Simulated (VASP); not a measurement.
# ReSe (P6_3/mmc) in VASP: single point with PBEsol

Aim: the single point of ReSe with PBEsol.

Everything below comes from runs of VASP 6.6.1. Logs are shortened: lines on timing, memory, paths and dates and some standing lists are left out, and cuts for length are marked.

## (1) The cell of the first run

Symmetry: P6_3/mmc, No. 194, hexagonal system. Conventional cell: a = 3.953 Å, b = 3.953 Å, c = 5.059 Å, α = 90.00°, β = 90.00°, γ = 120.00°. Re (site symmetry -3m) has 2 Re at 2.53 Å and 6 Se at 2.61 Å within 3.3 Å. Within 3.5 Å of Se (site symmetry -6m2) lie 6 Re at 2.61 Å and 6 Se at 3.41 Å.

## (2) Single point, PBEsol, collinear spin

INCAR reads:

```
PREC = Accurate ; ENCUT = 600
EDIFF = 1E-6 ; ISMEAR = 0
SIGMA = 0.05 ; LREAL = False
LASPH = True ; NELM = 200
ALGO = Normal ; ISIF = 2
LWAVE = False ; LCHARG = False
ISPIN = 2 ; MAGMOM = 2 2 0 0
LORBIT = 11 ; LMAXMIX = 4
GGA = PS ; NBANDS = 25
GGA_COMPAT = False
```

KPOINTS reads:

```
Automatic mesh
0
Gamma
  10 10 6
```

POSCAR reads:

```
ReSe
1.0
    3.9528637885      0.0000000000      0.0000000000
   -1.9764318943      3.4232804585      0.0000000000
    0.0000000000      0.0000000000      5.0594616400
Re Se
2 2
Direct
    0.0000000000      0.0000000000      0.0000000000
    0.0000000000      0.0000000000      0.5000000000
    0.3333333333      0.6666666667      0.2500000000
    0.6666666667      0.3333333333      0.7500000000
```

Potentials or basis: VASP PAW PBE potentials, release 64 (Re, Se).

Run with:

```bash
$ cat potpaw_PBE.64/Re/POTCAR potpaw_PBE.64/Se/POTCAR > POTCAR
$ mpirun -np 1 vasp_std > vasp.out
```

OUTCAR:

```text
PREC = Accurate
   ENCUT = 600
   EDIFF = 1E-6
   ISMEAR = 0
   LREAL = False
   LASPH = True
   NELM = 200
   ISIF = 2
   ISPIN = 2
   LORBIT = 11
   GGA = PS

 ion  position               nearest neighbor table
   1  0.000  0.000  0.000-   2 2.53   2 2.53   4 2.61   3 2.61   3 2.61   4 2.61   4 2.61   3 2.61

   2  0.000  0.000  0.500-   1 2.53   1 2.53   4 2.61   3 2.61   3 2.61   4 2.61   4 2.61   3 2.61

   3  0.333  0.667  0.250-   1 2.61   2 2.61   1 2.61   2 2.61   1 2.61   2 2.61
   4  0.667  0.333  0.750-   1 2.61   2 2.61   1 2.61   2 2.61   1 2.61   2 2.61

  LATTYP: Found a hexagonal cell.
 ALAT       =     3.9528637885
 C/A-ratio  =     1.2799483895

  Lattice vectors:

 A1 = (   3.9528637885,   0.0000000000,   0.0000000000)
 A2 = (  -1.9764318943,   3.4232804585,   0.0000000000)
 A3 = (   0.0000000000,   0.0000000000,   5.0594616400)

Analysis of symmetry for initial positions (statically):
=====================================================================
 Subroutine PRICEL returns:
 Original cell was already a primitive cell.

 Routine SETGRP: Setting up the symmetry group for a
 hexagonal supercell.

 Subroutine GETGRP returns: Found 24 space group operations
 (whereof 12 operations were pure point group operations)
 out of a pool of 24 trial point group operations.

The static configuration has the point symmetry D_3d.
 The point group associated with its full space group is D_6h.

Analysis of symmetry for dynamics (positions and initial velocities):
=====================================================================
 Subroutine PRICEL returns:
 Original cell was already a primitive cell.

 Routine SETGRP: Setting up the symmetry group for a
 hexagonal supercell.

 Subroutine GETGRP returns: Found 24 space group operations
 (whereof 12 operations were pure point group operations)
 out of a pool of 24 trial point group operations.

The dynamic configuration has the point symmetry D_3d.
 The point group associated with its full space group is D_6h.

Analysis of structural, dynamic, and magnetic symmetry:
=====================================================================
 Subroutine PRICEL returns:
 Original cell was already a primitive cell.

 Routine SETGRP: Setting up the symmetry group for a
 hexagonal supercell.

 Subroutine GETGRP returns: Found 24 space group operations
 (whereof 12 operations were pure point group operations)
 out of a pool of 24 trial point group operations.

The overall configuration has the point symmetry D_3d.
 The point group associated with its full space group is D_6h.

 Subroutine INISYM returns: Found 24 space group operations
 (whereof 12 operations are pure point group operations),
 and found     1 'primitive' translations

----------------------------------------------------------------------------------------

                                     Primitive cell

  volume of cell :      68.4634

  direct lattice vectors                    reciprocal lattice vectors
     3.952863789  0.000000000  0.000000000     0.252981143  0.146058731  0.000000000
    -1.976431894  3.423280458  0.000000000     0.000000000  0.292117462  0.000000000
     0.000000000  0.000000000  5.059461640     0.000000000  0.000000000  0.197649487

  length of vectors
     3.952863789  3.952863788  5.059461640     0.292117462  0.292117462  0.197649487

  position of ions in fractional coordinates (direct lattice)
     0.000000000  0.000000000  0.000000000
     0.000000000  0.000000000  0.500000000
     0.333333333  0.666666667  0.250000000
     0.666666667  0.333333333  0.750000000

  ion indices of the primitive-cell ions
   primitive index   ion index
                 1           1
                 2           2
                 3           3
                 4           4

----------------------------------------------------------------------------------------

 KPOINTS: Automatic mesh

Automatic generation of k-mesh.
 Grid dimensions read from file:
 generate k-points for:   10   10    6

 Generating k-lattice:

  Cartesian coordinates                     Fractional coordinates (reciprocal lattice)
     0.025298114  0.014605873  0.000000000     0.100000000  0.000000000  0.000000000
     0.000000000  0.029211746  0.000000000     0.000000000  0.100000000  0.000000000
     0.000000000  0.000000000  0.032941581     0.000000000  0.000000000  0.166666667

  Length of vectors
     0.029211746  0.029211746  0.032941581

  Shift w.r.t. Gamma in fractional coordinates (k-lattice)
     0.000000000  0.000000000  0.000000000

 Subroutine IBZKPT returns following result:
 ===========================================

 Found     56 irreducible k-points:

 Following reciprocal coordinates:
            Coordinates               Weight
  0.000000  0.000000  0.000000      1.000000
  0.100000  0.000000  0.000000      6.000000
  0.200000  0.000000  0.000000      6.000000
  0.300000  0.000000  0.000000      6.000000
  0.400000  0.000000  0.000000      6.000000
  0.500000  0.000000  0.000000      3.000000
[... 16 lines left out ...]
  0.300000  0.100000  0.166667     24.000000
  0.400000  0.100000  0.166667     24.000000
 [... further k-points ...]
   k-points           NKPTS =     56   k-points in BZ     NKDIM =     56   number of bands    NBANDS=     25
   number of dos      NEDOS =    301   number of ions     NIONS =      4
   total plane-waves  NPLWV =  40960
   dimension x,y,z NGX =    32 NGY =   32 NGZ =   40
   dimension x,y,z NGXF=    64 NGYF=   64 NGZF=   80
   ions per type =               2   2
   NGX,Y,Z   is equivalent  to a cutoff of  13.46, 13.46, 13.14 a.u.
   NGXF,Y,Z  is equivalent  to a cutoff of  26.92, 26.92, 26.29 a.u.
 SYSTEM =  unknown system
   PREC   = accura    normal or accurate (medium, high low for compatibility)
   ISTART =      0    job   : 0-new  1-cont  2-samecut
   ICHARG =      2    charge: 1-file 2-atom 10-const
   ISPIN  =      2    spin polarized calculation?
   LNONCOLLINEAR =      F non collinear calculations
   LSORBIT =      F    spin-orbit coupling
   LASPH  =      T    aspherical Exc in radial PAW
   ENCUT  =  600.0 eV  44.10 Ry    6.64 a.u.   7.89  7.89 10.11*2*pi/ulx,y,z
   NELM   =    200;   NELMIN=  2; NELMDL= -5     # of ELM steps
   EDIFF  = 0.1E-05   stopping-criterion for ELM
   LREAL  =      F    real-space projection
   EDIFFG = 0.1E-04   stopping-criterion for IOM
   NSW    =      0    number of steps for IOM
   IBRION =     -1    ionic relax: 0-MD 1-quasi-New 2-CG
   NFREE  =      0    steps in history (QN), initial steepest desc. (CG)
   ISIF   =      2    stress and relaxation
   ISYM   =      2    0-nonsym 1-usesym 2-fastsym
   POTIM  = 0.5000    time-step for ionic-motion
   TEBEG  =    0.0;   TEEND  =   0.0 temperature during run
   PSTRESS=    0.0 pullay stress
   NELECT =      26.0000    total number of electrons
   NUPDOWN=      -1.0000    fix difference up-down
   EMIN   =  10.00;   EMAX   =-10.00  energy-range for DOS
   EFERMI =   0.00;   METHOD = LEGACY
   ISMEAR =     0;   SIGMA  =   0.05  broadening in eV -4-tet -1-fermi 0-gaus
   EFERMI_NEDOS =   21; number of points for ismear=-14 and -15
   IALGO  =     38    algorithm
   IMIX   =      4    mixing-type and parameters
     AMIX     =   0.40;   BMIX     =  1.00
     AMIX_MAG =   1.60;   BMIX_MAG =  1.00
  volume/ion in A,a.u.               =      17.12       115.50
  Fermi-wavevector in a.u.,A,eV,Ry     =   1.185531  2.240330 19.122781  1.405485
  Thomas-Fermi vector in A             =   2.321723
   LORBIT       =     11    0 simple, 1 ext, 2 COOP (PROOUT), +10 PAW based schemes
   GGA     = PS    functional components
   LHFCALC =     F    Hartree Fock is set to
   AEXX    =    0.0000 exact exchange contribution
   IVDW    =     0    specifies the selected vdW correction
   LEPSILON=     F    determine dielectric tensor
   LRPA    =     F    only Hartree local field effects (RPA)
 spin polarized calculation
 Gauss-broadening in eV      SIGMA  =   0.05
  energy-cutoff  :      600.00
  volume of cell :       68.46
 maximum number of plane-waves:      2304
 NGX is ok and might be reduce to    32
   NGX = 15   NGY = 15   NGZ = 21

 number of electron      26.0000000 magnetization       0.0011607

 number of electron      26.0000000 magnetization      -0.0004741

 Free energy of the ion-electron system (eV)
  ---------------------------------------------------
  ext. energy  EPLUGINS =         0.00000000
  ---------------------------------------------------
  free energy    TOTEN  =       -32.19041461 eV

  energy without entropy =      -32.18773787  energy(sigma->0) =      -32.18907624

 E-fermi :   7.5833     XC(G=0): -12.0175

 val. band max:        7.5798330009   @ k =   0.4000   0.0000   0.1667
 cond. band min:       7.6058047033   @ k =   0.3000   0.1000   0.3333
 fundamental gap:      0.0259717024
 Fermi energy:         7.5833032878

 spin component 1

 k-point     1 :       0.0000    0.0000    0.0000
  band No.  band energies     occupation
      1      -9.0359      1.00000
      2      -6.3870      1.00000
      3      -0.4916      1.00000
      4       0.3932      1.00000
      5       0.3932      1.00000
      6       1.9070      1.00000
[... 17 lines left out ...]
     24      17.9519      0.00000
     25      18.4137      0.00000

 k-point     2 :       0.1000    0.0000    0.0000
  band No.  band energies     occupation
      1      -8.9321      1.00000
      2      -6.4712      1.00000
      3      -0.3395      1.00000
      4       0.4439      1.00000
      5       0.5736      1.00000
      6       1.7641      1.00000
[... 17 lines left out ...]
     24      17.1730      0.00000
     25      17.8218      0.00000
[... 586 lines left out ...]
     24      16.7250      0.00000
     25      17.9957      0.00000

 k-point    24 :       0.4000    0.1000    0.1667
  band No.  band energies     occupation
      1      -7.5170      1.00000
      2      -7.2687      1.00000
      3      -0.9836      1.00000
      4       0.6629      1.00000
      5       1.2928      1.00000
      6       1.6845      1.00000
[... 17 lines left out ...]
     24      17.2781      0.00000
     25      17.8234      0.00000

 [... further k-points ...]

 spin component 2

 k-point     1 :       0.0000    0.0000    0.0000
  band No.  band energies     occupation
      1      -9.0360      1.00000
      2      -6.3871      1.00000
      3      -0.4917      1.00000
      4       0.3931      1.00000
      5       0.3931      1.00000
      6       1.9069      1.00000
[... 17 lines left out ...]
     24      17.9518      0.00000
     25      18.3963      0.00000

 k-point     2 :       0.1000    0.0000    0.0000
  band No.  band energies     occupation
      1      -8.9322      1.00000
      2      -6.4713      1.00000
      3      -0.3396      1.00000
      4       0.4438      1.00000
      5       0.5736      1.00000
      6       1.7641      1.00000
[... 17 lines left out ...]
     24      17.1729      0.00000
     25      17.8220      0.00000
[... 586 lines left out ...]
     24      16.7249      0.00000
     25      17.9946      0.00000

 k-point    24 :       0.4000    0.1000    0.1667
  band No.  band energies     occupation
      1      -7.5171      1.00000
      2      -7.2687      1.00000
      3      -0.9837      1.00000
      4       0.6628      1.00000
      5       1.2927      1.00000
      6       1.6844      1.00000
[... 17 lines left out ...]
     24      17.2781      0.00000
     25      17.8230      0.00000

 [... further k-points ...]

------------------------ aborting loop because EDIFF is reached ----------------------------------------

  FORCE on cell =-STRESS in cart. coord.  units (eV):
  Direction    XX          YY          ZZ          XY          YZ          ZX
  --------------------------------------------------------------------------------------
  -------------------------------------------------------------------------------------
  Total        0.4062346      0.4062346      0.2071062     -0.0000000      0.0000000      0.0000000
  in kB        9.5066806      9.5066806      4.8466866     -0.0000000      0.0000000      0.0000000
  external PRESSURE =       7.9533493 kB  Pullay stress =       0.0000000 kB

 VOLUME and BASIS-vectors are now :
 -----------------------------------------------------------------------------
  energy-cutoff  :      600.00
  volume of cell :       68.46
      direct lattice vectors                 reciprocal lattice vectors
     3.952863789  0.000000000  0.000000000     0.252981143  0.146058731  0.000000000
    -1.976431894  3.423280458  0.000000000     0.000000000  0.292117462  0.000000000
     0.000000000  0.000000000  5.059461640     0.000000000  0.000000000  0.197649487

 POSITION                                       TOTAL-FORCE (eV/Angst)
 -----------------------------------------------------------------------------------
      0.00000      0.00000      0.00000         0.000000      0.000000     -0.000000
      0.00000      0.00000      2.52973         0.000000      0.000000     -0.000000
     -0.00000      2.28219      1.26487        -0.000000      0.000000      0.000000
      1.97643      1.14109      3.79460         0.000000     -0.000000      0.000000
 -----------------------------------------------------------------------------------
    total drift:                                0.000000     -0.000000      0.000000

  FREE ENERGIE OF THE ION-ELECTRON SYSTEM (eV)
  ---------------------------------------------------
  free  energy   TOTEN  =       -32.1904146083 eV

  energy  without entropy=      -32.1877378718  energy(sigma->0) =      -32.18907624

 total charge

# of ion       s       p       d       tot
------------------------------------------
    1        0.539   0.484   5.086   6.109
    2        0.539   0.484   5.086   6.109
    3        1.428   2.296   0.143   3.866
    4        1.428   2.296   0.143   3.866
--------------------------------------------------
tot          3.935   5.560  10.456  19.951

 magnetization (x)

# of ion       s       p       d       tot
------------------------------------------
    1        0.000   0.000  -0.000  -0.000
    2        0.000   0.000  -0.000  -0.000
    3       -0.000   0.000  -0.000  -0.000
    4       -0.000   0.000  -0.000  -0.000
--------------------------------------------------
tot         -0.000   0.000  -0.000  -0.000
```

Run time: 5.2 min. Hardware: 1 thread of Oxide Virtual Turin-like, shared host; peak memory 0.31 GiB.

Results:

```
Free energy                                           : -32.1904 eV
Pressure                                              : 0.8 GPa
Band gap on the k mesh                                : zero (filled and empty bands overlap)
Net moment                                            : 0.00 μB per cell
Valence electrons inside the program's atomic spheres : Re 6.11; Se 3.87
```

Levels at points of the mesh, in eV from the Fermi level:
Spin up:
| k point | band 9 | band 10 | band 11 | band 12 | band 13 | band 14 | band 15 | band 16 | band 17 | band 18 |
| --- | --- | --- | --- | --- | --- | --- | --- | --- | --- | --- |
| (0.00, 0.00, 0.00) | -2.90 | -2.90 | -1.84 | -1.84 | -1.25 | 1.58 | 1.58 | 1.60 | 1.99 | 4.65 |
| (0.50, 0.00, 0.00) | -4.98 | -2.56 | -1.73 | -0.45 | -0.27 | 0.18 | 1.00 | 1.52 | 3.49 | 3.93 |
| (0.00, 0.00, 0.50) | -2.15 | -2.15 | -2.15 | -2.15 | -1.86 | -1.86 | 2.57 | 2.57 | 2.57 | 2.57 |
| (0.50, 0.00, 0.50) | -2.10 | -2.10 | -1.17 | -1.17 | -0.92 | -0.92 | 1.08 | 1.08 | 2.16 | 2.16 |
Spin down:
```tsv
k point	band 9	band 10	band 11	band 12	band 13	band 14	band 15	band 16	band 17	band 18
(0.00, 0.00, 0.00)	-2.90	-2.90	-1.84	-1.84	-1.25	1.58	1.58	1.60	1.99	4.65
(0.50, 0.00, 0.00)	-4.98	-2.56	-1.73	-0.45	-0.27	0.18	1.00	1.52	3.49	3.93
(0.00, 0.00, 0.50)	-2.15	-2.15	-2.15	-2.15	-1.86	-1.86	2.57	2.57	2.57	2.57
(0.50, 0.00, 0.50)	-2.10	-2.10	-1.17	-1.17	-0.92	-0.92	1.08	1.08	2.16	2.16
```

Caveat: the PAW data sets were made with another functional, which shifts forces and pressure a little; spin-orbit coupling is left out, which moves the levels of the heavy elements.

The gap in the log of VASP goes by the Fermi energy; the results here count the filled bands.